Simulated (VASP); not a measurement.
# Ag (Fm-3m) in VASP: notebook

Runs on Ag. Level: r2SCAN. Tasks: single point, relaxation of cell and atoms.

Everything below comes from runs of VASP 6.6.1. Logs are shortened: lines on timing, memory, paths and dates and some standing lists are left out, and cuts for length are marked.

**1. The cell of the first run**

The structure is cubic, space group Fm-3m (No. 225). Conventional cell: a = 4.105 Å, b = 4.105 Å, c = 4.105 Å, α = 90.00°, β = 90.00°, γ = 90.00°. Ag (site symmetry m-3m) has 12 Ag at 2.90 Å within 3.8 Å.

**2. Single point, r2SCAN**

Input file POSCAR:

```
Ag
1.0
    0.0000000000      2.0524142713      2.0524142713
    2.0524142713      0.0000000000      2.0524142713
    2.0524142713      2.0524142713      0.0000000000
Ag
1
Direct
    0.0000000000      0.0000000000      0.0000000000
```

Input file INCAR.step1:

```
ALGO     = Normal         # electronic algorithm
EDIFF    = 1E-4           # SCF threshold, eV
ENCUT    = 520            # plane-wave cutoff, eV
GGA      = PE             # functional
ISMEAR   = 1              # smearing method
LASPH    = T              # aspherical terms in the spheres
LCHARG   = F              # write CHGCAR
LREAL    = F              # projectors in reciprocal space
LWAVE    = T              # write WAVECAR
NBANDS   = 12             # bands
NELM     = 100            # most SCF steps
PREC     = Accurate       # precision mode
SIGMA    = 0.05           # smearing width, eV
```

Input file INCAR.step2:

```
ALGO     = Normal         # electronic algorithm
EDIFF    = 1E-6           # SCF threshold, eV
ENCUT    = 520            # plane-wave cutoff, eV
ISIF     = 2              # what is computed and relaxed
ISMEAR   = 1              # smearing method
ISTART   = 1            
LASPH    = T              # aspherical terms in the spheres
LCHARG   = F              # write CHGCAR
LMIXTAU  = T            
LREAL    = F              # projectors in reciprocal space
LWAVE    = F              # write WAVECAR
METAGGA  = R2SCAN         # meta-GGA
NBANDS   = 12             # bands
NELM     = 100            # most SCF steps
PREC     = Accurate       # precision mode
SIGMA    = 0.05           # smearing width, eV
```

Input file KPOINTS:

```
k-points
0
Gamma
  17 17 17
```

Potentials or basis: VASP PAW PBE potentials, release 64 (Ag).

Started as:

```console
$ cat potpaw_PBE.64/Ag/POTCAR > POTCAR
$ cp INCAR.step1 INCAR
$ mpirun -np 1 vasp_std > vasp.out
$ cp INCAR.step2 INCAR
$ mpirun -np 1 vasp_std > vasp.out
```

OUTCAR:

```text
EDIFF = 1E-6
   ENCUT = 520
   ISIF = 2
   ISMEAR = 1
   ISTART = 1
   LASPH = T
   LREAL = F
   METAGGA = R2SCAN
   NELM = 100
   PREC = Accurate

 ion  position               nearest neighbor table
   1  0.000  0.000  0.000-

  LATTYP: Found a face centered cubic cell.
 ALAT       =     4.1048285426

  Lattice vectors:

 A1 = (   0.0000000000,   2.0524142713,   2.0524142713)
 A2 = (   2.0524142713,   0.0000000000,   2.0524142713)
 A3 = (   2.0524142713,   2.0524142713,   0.0000000000)

Analysis of symmetry for initial positions (statically):
=====================================================================
 Subroutine PRICEL returns:
 Original cell was already a primitive cell.

 Routine SETGRP: Setting up the symmetry group for a
 face centered cubic supercell.

 Subroutine GETGRP returns: Found 48 space group operations
 (whereof 48 operations were pure point group operations)
 out of a pool of 48 trial point group operations.

The static configuration has the point symmetry O_h .

Analysis of symmetry for dynamics (positions and initial velocities):
=====================================================================
 Subroutine PRICEL returns:
 Original cell was already a primitive cell.

 Routine SETGRP: Setting up the symmetry group for a
 face centered cubic supercell.

 Subroutine GETGRP returns: Found 48 space group operations
 (whereof 48 operations were pure point group operations)
 out of a pool of 48 trial point group operations.

The dynamic configuration has the point symmetry O_h .

 Subroutine INISYM returns: Found 48 space group operations
 (whereof 48 operations are pure point group operations),
 and found     1 'primitive' translations

----------------------------------------------------------------------------------------

                                     Primitive cell

  volume of cell :      17.2912

  direct lattice vectors                    reciprocal lattice vectors
     0.000000000  2.052414271  2.052414271    -0.243615535  0.243615535  0.243615535
     2.052414271  0.000000000  2.052414271     0.243615535 -0.243615535  0.243615535
     2.052414271  2.052414271  0.000000000     0.243615535  0.243615535 -0.243615535

  length of vectors
     2.902552098  2.902552098  2.902552098     0.421954484  0.421954484  0.421954484

  position of ions in fractional coordinates (direct lattice)
     0.000000000  0.000000000  0.000000000

  ion indices of the primitive-cell ions
   primitive index   ion index
                 1           1

----------------------------------------------------------------------------------------

 KPOINTS: k-points

Automatic generation of k-mesh.
 Grid dimensions read from file:
 generate k-points for:   17   17   17

 Generating k-lattice:

  Cartesian coordinates                     Fractional coordinates (reciprocal lattice)
    -0.014330326  0.014330326  0.014330326     0.058823529  0.000000000  0.000000000
     0.014330326 -0.014330326  0.014330326     0.000000000  0.058823529  0.000000000
     0.014330326  0.014330326 -0.014330326     0.000000000  0.000000000  0.058823529

  Length of vectors
     0.024820852  0.024820852  0.024820852

  Shift w.r.t. Gamma in fractional coordinates (k-lattice)
     0.000000000  0.000000000  0.000000000

 Subroutine IBZKPT returns following result:
 ===========================================

 Found    165 irreducible k-points:

 Following reciprocal coordinates:
            Coordinates               Weight
  0.000000  0.000000  0.000000      1.000000
  0.058824  0.000000  0.000000      8.000000
  0.117647  0.000000  0.000000      8.000000
  0.176471  0.000000  0.000000      8.000000
  0.235294  0.000000  0.000000      8.000000
  0.294118  0.000000  0.000000      8.000000
[... 16 lines left out ...]
 -0.176471  0.058824  0.000000     24.000000
 -0.117647  0.058824  0.000000     24.000000
 [... further k-points ...]
   k-points           NKPTS =    165   k-points in BZ     NKDIM =    165   number of bands    NBANDS=     12
   number of dos      NEDOS =    301   number of ions     NIONS =      1
   total plane-waves  NPLWV =  13824
   dimension x,y,z NGX =    24 NGY =   24 NGZ =   24
   dimension x,y,z NGXF=    48 NGYF=   48 NGZF=   48
   ions per type =               1
   NGX,Y,Z   is equivalent  to a cutoff of  13.75, 13.75, 13.75 a.u.
   NGXF,Y,Z  is equivalent  to a cutoff of  27.49, 27.49, 27.49 a.u.
 SYSTEM =  unknown system
   PREC   = accura    normal or accurate (medium, high low for compatibility)
   ISTART =      1    job   : 0-new  1-cont  2-samecut
   ICHARG =      0    charge: 1-file 2-atom 10-const
   ISPIN  =      1    spin polarized calculation?
   LNONCOLLINEAR =      F non collinear calculations
   LSORBIT =      F    spin-orbit coupling
   LASPH  =      T    aspherical Exc in radial PAW
   ENCUT  =  520.0 eV  38.22 Ry    6.18 a.u.   5.40  5.40  5.40*2*pi/ulx,y,z
   NELM   =    100;   NELMIN=  2; NELMDL=  0     # of ELM steps
   EDIFF  = 0.1E-05   stopping-criterion for ELM
   LREAL  =      F    real-space projection
   EDIFFG = 0.1E-04   stopping-criterion for IOM
   NSW    =      0    number of steps for IOM
   IBRION =     -1    ionic relax: 0-MD 1-quasi-New 2-CG
   NFREE  =      0    steps in history (QN), initial steepest desc. (CG)
   ISIF   =      2    stress and relaxation
   ISYM   =      2    0-nonsym 1-usesym 2-fastsym
   POTIM  = 0.5000    time-step for ionic-motion
   TEBEG  =    0.0;   TEEND  =   0.0 temperature during run
   PSTRESS=    0.0 pullay stress
   NELECT =      11.0000    total number of electrons
   NUPDOWN=      -1.0000    fix difference up-down
   EMIN   =  10.00;   EMAX   =-10.00  energy-range for DOS
   EFERMI =   0.00;   METHOD = LEGACY
   ISMEAR =     1;   SIGMA  =   0.05  broadening in eV -4-tet -1-fermi 0-gaus
   EFERMI_NEDOS =   21; number of points for ismear=-14 and -15
   IALGO  =     38    algorithm
   IMIX   =      4    mixing-type and parameters
     AMIX     =   0.40;   BMIX     =  1.00
     AMIX_MAG =   1.60;   BMIX_MAG =  1.00
  volume/ion in A,a.u.               =      17.29       116.69
  Fermi-wavevector in a.u.,A,eV,Ry     =   1.407983  2.660702 26.972404  1.982416
  Thomas-Fermi vector in A             =   2.530187
   LORBIT       =      0    0 simple, 1 ext, 2 COOP (PROOUT), +10 PAW based schemes
   METAGGA = R2SCAN    functional components
   LHFCALC =     F    Hartree Fock is set to
   AEXX    =    0.0000 exact exchange contribution
   IVDW    =     0    specifies the selected vdW correction
   LEPSILON=     F    determine dielectric tensor
   LRPA    =     F    only Hartree local field effects (RPA)
 non-spin polarized calculation
 Methfessel and Paxton  Order N= 1 SIGMA  =   0.05
  energy-cutoff  :      520.00
  volume of cell :       17.29
 maximum number of plane-waves:       483
 NGX is ok and might be reduce to    24
   NGX = 11   NGY = 11   NGZ = 11

 number of electron      10.9999999 magnetization

 Free energy of the ion-electron system (eV)
  ---------------------------------------------------
  ext. energy  EPLUGINS =         0.00000000
  ---------------------------------------------------
  free energy    TOTEN  =       -21.35319038 eV

  energy without entropy =      -21.35309046  energy(sigma->0) =      -21.35315707

 E-fermi :   8.3294     XC(G=0): -12.8708

 val. band max:        8.3037770348   @ k =  -0.3529   0.1765   0.0000
 cond. band min:       8.3305972587   @ k =  -0.2941   0.2353   0.0588
 fundamental gap:      0.0268202239
 Fermi energy:         8.3293887640

 k-point     1 :       0.0000    0.0000    0.0000
  band No.  band energies     occupation
      1       0.3866      2.00000
      2       3.1506      2.00000
      3       3.1506      2.00000
      4       3.1506      2.00000
      5       4.1691      2.00000
      6       4.1691      2.00000
      7      24.8558      0.00000
      8      28.4978      0.00000
      9      28.4978      0.00000
     10      28.4978      0.00000
     11      33.4292      0.00000
     12      34.3822      0.00000

 k-point     2 :       0.0588    0.0000    0.0000
  band No.  band energies     occupation
      1       0.4972      2.00000
      2       3.1260      2.00000
      3       3.1807      2.00000
      4       3.1807      2.00000
      5       4.1577      2.00000
      6       4.1577      2.00000
      7      24.8655      0.00000
      8      27.5318      0.00000
      9      28.5330      0.00000
     10      28.5330      0.00000
     11      33.4445      0.00000
     12      34.2772      0.00000

 k-point     3 :       0.1176    0.0000    0.0000
  band No.  band energies     occupation
      1       0.8138      2.00000
      2       3.0736      2.00000
      3       3.2575      2.00000
      4       3.2575      2.00000
      5       4.1373      2.00000
      6       4.1373      2.00000
      7      24.4362      0.00000
      8      26.0870      0.00000
      9      28.6109      0.00000
     10      28.6109      0.00000
     11      32.5281      0.00000
     12      33.8835      0.00000
[... 286 lines left out ...]
 k-point    23 :      -0.1765    0.0588    0.0000
  band No.  band energies     occupation
      1       1.5080      2.00000
      2       3.0230      2.00000
      3       3.3904      2.00000
      4       3.4038      2.00000
      5       4.0361      2.00000
      6       4.3481      2.00000
      7      21.9044      0.00000
      8      25.1435      0.00000
      9      27.6963      0.00000
     10      30.0195      0.00000
     11      30.6581      0.00000
     12      32.5675      0.00000

 k-point    24 :      -0.1176    0.0588    0.0000
  band No.  band energies     occupation
      1       1.0481      2.00000
      2       3.0061      2.00000
      3       3.3105      2.00000
      4       3.3415      2.00000
      5       4.0388      2.00000
      6       4.2295      2.00000
      7      24.0262      0.00000
      8      25.4305      0.00000
      9      27.7370      0.00000
     10      29.5615      0.00000
     11      31.4635      0.00000
     12      33.8812      0.00000

 [... further k-points ...]
[... 5 lines left out ...]
  --------------------------------------------------------------------------------------
  -------------------------------------------------------------------------------------
  Total        0.0143701      0.0143701      0.0143701      0.0000000     -0.0000000     -0.0000000
  in kB        1.3315117      1.3315117      1.3315117      0.0000000     -0.0000000     -0.0000000
  external PRESSURE =       1.3315117 kB  Pullay stress =       0.0000000 kB

 VOLUME and BASIS-vectors are now :
 -----------------------------------------------------------------------------
  energy-cutoff  :      520.00
  volume of cell :       17.29
      direct lattice vectors                 reciprocal lattice vectors
     0.000000000  2.052414271  2.052414271    -0.243615535  0.243615535  0.243615535
     2.052414271  0.000000000  2.052414271     0.243615535 -0.243615535  0.243615535
     2.052414271  2.052414271  0.000000000     0.243615535  0.243615535 -0.243615535

 POSITION                                       TOTAL-FORCE (eV/Angst)
 -----------------------------------------------------------------------------------
      0.00000      0.00000      0.00000        -0.000000      0.000000      0.000000
 -----------------------------------------------------------------------------------
    total drift:                               -0.000000      0.000000     -0.000000

  FREE ENERGIE OF THE ION-ELECTRON SYSTEM (eV)
  ---------------------------------------------------
  free  energy   TOTEN  =       -21.3531903802 eV

  energy  without entropy=      -21.3530904552  energy(sigma->0) =      -21.35315707
```

Run time: 71 s. Hardware: 1 thread of Intel Xeon 6975P-C, shared host; peak memory 0.17 GiB.

What came out:

- Free energy: -21.3532 eV
- Pressure: 0.1 GPa

Caveat: the PAW data sets were made with another functional, which shifts forces and pressure a little.

**3. Relaxation of cell and atoms, r2SCAN**

This run uses another cell than the first one, of 17.05 Å³/atom, 0.986 times its volume.

Input file POSCAR:

```
Ag
1.0
    0.0000000000      2.0427500000      2.0427500000
    2.0427500000      0.0000000000      2.0427500000
    2.0427500000      2.0427500000      0.0000000000
Ag
1
Direct
    0.0000000000      0.0000000000      0.0000000000
```

Input file INCAR.step1:

```
ALGO = Normal ; EDIFF = 1E-4
ENCUT = 600 ; GGA = PE
ISMEAR = 1 ; LASPH = T
LCHARG = F ; LREAL = F
LWAVE = T ; NELM = 100
PREC = Accurate ; SIGMA = 0.05
```

Input file INCAR.step2:

```
ALGO = Normal ; EDIFF = 1E-7
EDIFFG = -0.01 ; ENCUT = 600
IBRION = 2 ; ISIF = 3
ISMEAR = 1 ; ISTART = 1
LASPH = T ; LCHARG = F
LMIXTAU = T ; LREAL = F
LWAVE = F ; METAGGA = R2SCAN
NELM = 100 ; NSW = 80
PREC = Accurate ; SIGMA = 0.05
```

KPOINTS is that of step 2.

Potentials or basis: VASP PAW PBE potentials, release 64 (Ag).

Started as:

```console
$ cat potpaw_PBE.64/Ag/POTCAR > POTCAR
$ cp INCAR.step1 INCAR
$ mpirun -np 1 vasp_std > vasp.out
$ cp INCAR.step2 INCAR
$ mpirun -np 1 vasp_std > vasp.out
```

Wall time 2.5 min (1 thread of Intel Xeon 6975P-C, shared host); peak memory 0.18 GiB.

Results (log left out):

```yaml
Free_energy: -21.3526 eV
Relaxed_volume: 17.31 Å³/atom
Relaxed_cell: a = 2.904 Å, b = 2.904 Å, c = 2.904 Å, α = 60.00°, β = 60.00°, γ = 60.00°
Space_group_after_relaxing_to_0.05_Å: Fm-3m (No. 225)
Energy_gained_by_relaxing: 1.3 meV/atom
Ionic_steps: 3
Pressure_after_relaxing: 0.0 GPa
```

Step by step:
| step | energy change (eV) | largest force (eV/Å) | pressure (GPa) | volume (Å³) |
| --- | --- | --- | --- | --- |
| 1 | 0.0000 | 0.0000 | 1.68 | 17.05 |
| 2 | -0.0007 | 0.0000 | -1.06 | 17.49 |
| 3 | -0.0013 | 0.0000 | 0.01 | 17.31 |

Final structure:
```
Ag
1.0
     0.00000    2.05315    2.05315
     2.05315    0.00000    2.05315
     2.05315    2.05315    0.00000
Ag
1
Direct
  0.00000 0.00000 0.00000
```

Levels at points of the mesh, in eV from the Fermi level:
```
           k point  band 4  band 5  band 6  band 7  band 8  band 9
(0.00, 0.00, 0.00)   -5.17   -4.16   -4.16   16.52   20.16   20.16
```

Caveat: the PAW data sets were made with another functional, which shifts forces and pressure a little.
